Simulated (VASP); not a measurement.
# Mg (P6_3/mmc) in VASP: settings compared

The runs below take Mg through single point, with PBE, r2SCAN.

All numbers are computed with VASP 6.6.1; they aren't measurements. Logs are shortened: lines on timing, memory, paths and dates and some standing lists are left out, and cuts for length are marked.

## Step 1: The cell of the first run

Symmetry: P6_3/mmc, No. 194, hexagonal system. The conventional cell has a = 3.209 Å, b = 3.209 Å, c = 5.315 Å, α = 90.00°, β = 90.00°, γ = 120.00°. Mg (site symmetry -6m2) has 12 Mg at 3.21 to 3.24 Å within 4.2 Å.

## Step 2: Single point, PBE

The input, INCAR:

```
SYSTEM = Mg
ALGO = Normal
EDIFF = 1E-6
ENCUT = 520
GGA = PE
ISIF = 2
ISMEAR = -1
LASPH = .True.
LCHARG = .True.
LELF = .True.
LREAL = .False.
LVHAR = .True.
LWAVE = .False.
NBANDS = 9
NELM = 60
PREC = Accurate
SIGMA = 0.05
```

The input, KPOINTS:

```
k-points
0
Gamma
  8 8 4
  0 0 0
```

The input, POSCAR:

```
Mg
1.0
    3.2093000000      0.0000000000      0.0000000000
   -1.6046500000      2.7793353284      0.0000000000
    0.0000000000      0.0000000000      5.3145060000
Mg
2
Direct
    0.6666666667      0.3333333333      0.7500000000
    0.3333333333      0.6666666667      0.2500000000
```

Potentials or basis: VASP PAW PBE potentials, release 64 (Mg).

On the command line:

```
$ cat potpaw_PBE.64/Mg/POTCAR > POTCAR
$ mpirun -np 1 vasp_std > vasp.out
```

OUTCAR:

```text
SYSTEM = Mg
   EDIFF = 1E-6
   ENCUT = 520
   GGA = PE
   ISIF = 2
   ISMEAR = -1
   LASPH = .True.
   LREAL = .False.
   NELM = 60
   PREC = Accurate

 ion  position               nearest neighbor table
   1  0.667  0.333  0.750-   2 3.24   2 3.24   2 3.24   2 3.24   2 3.24   2 3.24
   2  0.333  0.667  0.250-   1 3.24   1 3.24   1 3.24   1 3.24   1 3.24   1 3.24

  LATTYP: Found a hexagonal cell.
 ALAT       =     3.2093000000
 C/A-ratio  =     1.6559704608

  Lattice vectors:

 A1 = (   3.2093000000,   0.0000000000,   0.0000000000)
 A2 = (  -1.6046500000,   2.7793353284,   0.0000000000)
 A3 = (   0.0000000000,   0.0000000000,   5.3145060000)

Analysis of symmetry for initial positions (statically):
=====================================================================
 Subroutine PRICEL returns:
 Original cell was already a primitive cell.

 Routine SETGRP: Setting up the symmetry group for a
 hexagonal supercell.

 Subroutine GETGRP returns: Found 24 space group operations
 (whereof 12 operations were pure point group operations)
 out of a pool of 24 trial point group operations.

The static configuration has the point symmetry D_3d.
 The point group associated with its full space group is D_6h.

Analysis of symmetry for dynamics (positions and initial velocities):
=====================================================================
 Subroutine PRICEL returns:
 Original cell was already a primitive cell.

 Routine SETGRP: Setting up the symmetry group for a
 hexagonal supercell.

 Subroutine GETGRP returns: Found 24 space group operations
 (whereof 12 operations were pure point group operations)
 out of a pool of 24 trial point group operations.

The dynamic configuration has the point symmetry D_3d.
 The point group associated with its full space group is D_6h.

 Subroutine INISYM returns: Found 24 space group operations
 (whereof 12 operations are pure point group operations),
 and found     1 'primitive' translations

----------------------------------------------------------------------------------------

                                     Primitive cell

  volume of cell :      47.4039

  direct lattice vectors                    reciprocal lattice vectors
     3.209300000  0.000000000  0.000000000     0.311594429  0.179899127  0.000000000
    -1.604650000  2.779335328  0.000000000     0.000000000  0.359798255  0.000000000
     0.000000000  0.000000000  5.314506000     0.000000000  0.000000000  0.188164243

  length of vectors
     3.209300000  3.209300000  5.314506000     0.359798255  0.359798255  0.188164243

  position of ions in fractional coordinates (direct lattice)
     0.666666667  0.333333333  0.750000000
     0.333333333  0.666666667  0.250000000

  ion indices of the primitive-cell ions
   primitive index   ion index
                 1           1
                 2           2

----------------------------------------------------------------------------------------

 KPOINTS: k-points

Automatic generation of k-mesh.
 Grid dimensions read from file:
 generate k-points for:    8    8    4

 Generating k-lattice:

  Cartesian coordinates                     Fractional coordinates (reciprocal lattice)
     0.038949304  0.022487391  0.000000000     0.125000000  0.000000000  0.000000000
     0.000000000  0.044974782  0.000000000     0.000000000  0.125000000  0.000000000
     0.000000000  0.000000000  0.047041061     0.000000000  0.000000000  0.250000000

  Length of vectors
     0.044974782  0.044974782  0.047041061

  Shift w.r.t. Gamma in fractional coordinates (k-lattice)
     0.000000000  0.000000000  0.000000000

 Subroutine IBZKPT returns following result:
 ===========================================

 Found     30 irreducible k-points:

 Following reciprocal coordinates:
            Coordinates               Weight
  0.000000  0.000000  0.000000      1.000000
  0.125000  0.000000  0.000000      6.000000
  0.250000  0.000000  0.000000      6.000000
  0.375000  0.000000  0.000000      6.000000
  0.500000  0.000000  0.000000      3.000000
  0.125000  0.125000  0.000000      6.000000
[... 16 lines left out ...]
  0.250000  0.000000  0.500000      6.000000
  0.375000  0.000000  0.500000      6.000000
 [... further k-points ...]
   k-points           NKPTS =     30   k-points in BZ     NKDIM =     30   number of bands    NBANDS=      9
   number of dos      NEDOS =    301   number of ions     NIONS =      2
   total plane-waves  NPLWV =  23040
   dimension x,y,z NGX =    24 NGY =   24 NGZ =   40
   dimension x,y,z NGXF=    48 NGYF=   48 NGZF=   80
   ions per type =               2
   NGX,Y,Z   is equivalent  to a cutoff of  12.43, 12.43, 12.51 a.u.
   NGXF,Y,Z  is equivalent  to a cutoff of  24.86, 24.86, 25.03 a.u.
 SYSTEM =  Mg
   PREC   = accura    normal or accurate (medium, high low for compatibility)
   ISTART =      0    job   : 0-new  1-cont  2-samecut
   ICHARG =      2    charge: 1-file 2-atom 10-const
   ISPIN  =      1    spin polarized calculation?
   LNONCOLLINEAR =      F non collinear calculations
   LSORBIT =      F    spin-orbit coupling
   LASPH  =      T    aspherical Exc in radial PAW
   ENCUT  =  520.0 eV  38.22 Ry    6.18 a.u.   5.97  5.97  9.88*2*pi/ulx,y,z
   NELM   =     60;   NELMIN=  2; NELMDL= -5     # of ELM steps
   EDIFF  = 0.1E-05   stopping-criterion for ELM
   LREAL  =      F    real-space projection
   EDIFFG = 0.1E-04   stopping-criterion for IOM
   NSW    =      0    number of steps for IOM
   IBRION =     -1    ionic relax: 0-MD 1-quasi-New 2-CG
   NFREE  =      0    steps in history (QN), initial steepest desc. (CG)
   ISIF   =      2    stress and relaxation
   ISYM   =      2    0-nonsym 1-usesym 2-fastsym
   POTIM  = 0.5000    time-step for ionic-motion
   TEBEG  =    0.0;   TEEND  =   0.0 temperature during run
   PSTRESS=    0.0 pullay stress
   NELECT =       4.0000    total number of electrons
   NUPDOWN=      -1.0000    fix difference up-down
   EMIN   =  10.00;   EMAX   =-10.00  energy-range for DOS
   EFERMI =   0.00;   METHOD = LEGACY
   ISMEAR =    -1;   SIGMA  =   0.05  broadening in eV -4-tet -1-fermi 0-gaus
   EFERMI_NEDOS =   21; number of points for ismear=-14 and -15
   IALGO  =     38    algorithm
   IMIX   =      4    mixing-type and parameters
     AMIX     =   0.40;   BMIX     =  1.00
     AMIX_MAG =   1.60;   BMIX_MAG =  1.00
  volume/ion in A,a.u.               =      23.70       159.95
  Fermi-wavevector in a.u.,A,eV,Ry     =   0.718053  1.356924  7.015174  0.515601
  Thomas-Fermi vector in A             =   1.806892
   LORBIT       =      0    0 simple, 1 ext, 2 COOP (PROOUT), +10 PAW based schemes
   GGA     = PE    functional components
   LHFCALC =     F    Hartree Fock is set to
   AEXX    =    0.0000 exact exchange contribution
   IVDW    =     0    specifies the selected vdW correction
   LEPSILON=     F    determine dielectric tensor
   LRPA    =     F    only Hartree local field effects (RPA)
 non-spin polarized calculation
  energy-cutoff  :      520.00
  volume of cell :       47.40
 maximum number of plane-waves:      1292
 NGX is ok and might be reduce to    24
   NGX = 11   NGY = 11   NGZ = 19

 number of electron       4.0000000 magnetization

 Free energy of the ion-electron system (eV)
  ---------------------------------------------------
  ext. energy  EPLUGINS =         0.00000000
  ---------------------------------------------------
  free energy    TOTEN  =        -3.02912104 eV

  energy without entropy =       -3.02722274  energy(sigma->0) =       -3.02817189

 E-fermi :   2.3752     XC(G=0):  -8.3924

 val. band max:        2.2448645311   @ k =   0.3750   0.2500   0.5000
 cond. band min:       2.6717343754   @ k =   0.3750   0.1250   0.2500
 fundamental gap:      0.4268698444
 Fermi energy:         2.3751523164

 k-point     1 :       0.0000    0.0000    0.0000
  band No.  band energies     occupation
      1      -4.3255      2.00000
      2       0.7406      2.00000
      3       1.0483      2.00000
      4      13.4307      0.00000
      5      13.4307      0.00000
      6      13.5282      0.00000
      7      13.5282      0.00000
      8      13.9731      0.00000
      9      15.8172      0.00000

 k-point     2 :       0.1250    0.0000    0.0000
  band No.  band energies     occupation
      1      -4.0208      2.00000
      2       1.0209      2.00000
      3       1.3455      2.00000
      4       9.8804      0.00000
      5      11.6839      0.00000
      6      12.4021      0.00000
      7      14.4762      0.00000
      8      14.5343      0.00000
      9      15.5506      0.00000

 k-point     3 :       0.2500    0.0000    0.0000
  band No.  band energies     occupation
      1      -3.1121      2.00000
      2       1.8625      1.99993
      3       2.2088      1.93073
      4       6.3157      0.00000
      5      10.4002      0.00000
      6      10.4338      0.00000
      7      10.8971      0.00000
      8      12.3909      0.00000
      9      14.8024      0.00000

 k-point     4 :       0.3750    0.0000    0.0000
  band No.  band energies     occupation
      1      -1.6163      2.00000
      2       2.8013      0.00040
      3       3.2664      0.00000
      4       4.0423      0.00000
      5       7.8019      0.00000
      6       8.0786      0.00000
      7       9.6321      0.00000
      8      11.0388      0.00000
      9      13.9276      0.00000
[... 205 lines left out ...]
 k-point    22 :       0.1250    0.0000    0.5000
  band No.  band energies     occupation
      1      -2.6974      2.00000
      2      -2.6974      2.00000
      3       7.3617      0.00000
      4       7.3617      0.00000
      5      11.0595      0.00000
      6      11.0595      0.00000
      7      12.7971      0.00000
      8      12.7971      0.00000
      9      14.2584      0.00000

 k-point    23 :       0.2500    0.0000    0.5000
  band No.  band energies     occupation
      1      -1.8008      2.00000
      2      -1.8008      2.00000
      3       7.2307      0.00000
      4       7.2307      0.00000
      5       8.4492      0.00000
      6       8.4492      0.00000
      7      11.5289      0.00000
      8      11.5289      0.00000
      9      12.8716      0.00000

 k-point    24 :       0.3750    0.0000    0.5000
  band No.  band energies     occupation
      1      -0.3278      2.00000
      2      -0.3278      2.00000
      3       4.3288      0.00000
      4       4.3288      0.00000
      5       9.4738      0.00000
      6       9.4738      0.00000
      7      10.7596      0.00000
      8      10.7596      0.00000
      9      11.9722      0.00000

 [... further k-points ...]

------------------------ aborting loop because EDIFF is reached ----------------------------------------

  FORCE on cell =-STRESS in cart. coord.  units (eV):
  Direction    XX          YY          ZZ          XY          YZ          ZX
  --------------------------------------------------------------------------------------
  -------------------------------------------------------------------------------------
  Total       -0.3142948     -0.3142948     -0.4961487      0.0000000      0.0000000      0.0000000
  in kB      -10.6226680    -10.6226680    -16.7690420      0.0000000      0.0000000      0.0000000
  external PRESSURE =     -12.6714593 kB  Pullay stress =       0.0000000 kB

 VOLUME and BASIS-vectors are now :
 -----------------------------------------------------------------------------
  energy-cutoff  :      520.00
  volume of cell :       47.40
      direct lattice vectors                 reciprocal lattice vectors
     3.209300000  0.000000000  0.000000000     0.311594429  0.179899127  0.000000000
    -1.604650000  2.779335328  0.000000000     0.000000000  0.359798255  0.000000000
     0.000000000  0.000000000  5.314506000     0.000000000  0.000000000  0.188164243

 POSITION                                       TOTAL-FORCE (eV/Angst)
 -----------------------------------------------------------------------------------
      1.60465      0.92645      3.98588        -0.000000      0.000000      0.000000
     -0.00000      1.85289      1.32863         0.000000     -0.000000      0.000000
 -----------------------------------------------------------------------------------
    total drift:                                0.000000     -0.000000      0.000000

  FREE ENERGIE OF THE ION-ELECTRON SYSTEM (eV)
  ---------------------------------------------------
  free  energy   TOTEN  =        -3.0291210369 eV

  energy  without entropy=       -3.0272227438  energy(sigma->0) =       -3.02817189
```

Wall time 9.5 s (1 thread of Intel Xeon Platinum 8559C (Emerald Rapids), shared host); peak memory 0.15 GiB.

Results:

| Property | Result |
| --- | --- |
| Free energy | -3.0291 eV |
| Pressure | -1.3 GPa |
| Band gap on the k mesh | zero (band 2 reaches 3.50 eV, above the bottom of band 3 at 1.05 eV) |

Stress tensor (GPa, compression positive):
```
-1.06  0.00  0.00
 0.00 -1.06  0.00
 0.00  0.00 -1.68
```

(Continued in part 2 of 3.)
